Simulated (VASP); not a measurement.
The system is TaSi2.

```
Ta Si
1.0
     2.95227   -0.00279    0.04524
    -0.00483    5.21654    0.03173
     0.09608    0.03890    6.30170
Ta Si
2 4
Direct
  0.49910 0.18161 0.49375
  0.99959 0.66922 0.50806
  0.97127 0.31464 0.19080
  0.52343 0.83831 0.18254
  0.99979 0.32558 0.80767
  0.50682 0.83730 0.81717
```

```yaml
Program: VASP 6.6.1
Task: relaxation of cell and atoms
Functional: PBE
Potentials_or_basis: VASP PAW PBE potentials, release 64 (Ta_pv, Si)
Cutoff: 600 eV
k_mesh: 8 × 4 × 4
Occupations: gaussian, width 0.2 eV
Spin: no spin polarisation
```

At the start: pressure 4.7 GPa; volume 16.17 Å³/atom.

Q: Where does the relaxation end?

A: Over 21 steps the energy falls by 61.5 meV/atom and the volume is 16.49 Å³/atom (+2.0 %); space group P1 (No. 1, to 0.1 Å) before, Amm2 (No. 38, to 0.1 Å).

The path:
```csv
step,energy change (eV),largest force (eV/Å),pressure (GPa),volume (Å³)
1,0.0000,1.9845,4.67,97.02
2,-0.0897,0.9391,-7.14,103.74
3,-0.2142,0.4039,-2.70,100.66
4,-0.2437,0.4894,1.85,97.91
5,-0.2509,0.3952,0.38,98.73
6,-0.2739,0.2693,0.49,98.59
7,-0.3044,0.6714,1.01,98.18
8,-0.3135,0.7043,0.77,98.34
9,-0.3233,0.7947,0.13,98.78
10,-0.3349,0.6138,0.04,98.83
11,-0.3512,0.2387,-0.13,98.99
12,-0.3513,0.2644,-0.14,99.01
13,-0.3560,0.2040,-0.05,98.95
14,-0.3628,0.2078,0.26,98.77
15,-0.3664,0.1209,-0.08,98.97
16,-0.3679,0.0585,-0.49,99.21
17,-0.3687,0.0618,0.27,98.78
18,-0.3688,0.0447,0.05,98.91
19,-0.3691,0.0305,0.03,98.93
20,-0.3691,0.0259,0.02,98.94
21,-0.3692,0.0225,-0.03,98.97
```

Final structure:
```
CELL_PARAMETERS angstrom
2.94836 -0.13196 -0.00005
-0.24165 5.32693 0.00016
0.00058 0.00028 6.31421
ATOMIC_POSITIONS crystal
Ta 0.48227 0.16337 0.50002
Ta 0.98986 0.66352 0.50008
Si 0.99681 0.33472 0.18454
Si 0.51755 0.83479 0.18516
Si 0.99877 0.33513 0.81521
Si 0.51474 0.83514 0.81499
```
